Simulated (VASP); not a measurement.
A run of VASP 6.6.1:

Contents of INCAR:

```
PREC = Accurate ; ENCUT = 520
EDIFF = 1E-6 ; ISMEAR = 0
SIGMA = 0.05 ; LREAL = False
LASPH = True ; NELM = 100
ALGO = Normal ; ISIF = 2
LWAVE = False ; LCHARG = False
LDIPOL = True ; IDIPOL = 3
DIPOL = 0.5 0.5 0.621 ; GGA = PE
IVDW = 12 ; NBANDS = 8
```

File KPOINTS:

```
regular mesh
0
Gamma
  3 3 1
```

File POSCAR:

```
H
1.0
    5.9085268334      0.0000000000      0.0000000000
    0.0000000000      6.5169368715      0.0000000000
    0.0000000000      0.0000000000     26.0383098201
H
2
Direct
    0.2087019055      0.3216753740      0.6085624248
    0.2435739791      0.2760096188      0.6339034565
```

Potentials or basis: VASP PAW PBE potentials, release 64 (H).

Run with:

```console
$ cat potpaw_PBE.64/H/POTCAR > POTCAR
$ mpirun -np 1 vasp_std > vasp.out
```

Hardware: 1 thread of Intel Xeon 8259CL, with other jobs on the host.

**Question.** Estimate the wall time of this run.

**Answer.** It took 2.2 min on 1 thread of Intel Xeon 8259CL, on a shared host, peak memory 0.82 GiB. Counts: scf iterations 19, k points 5.
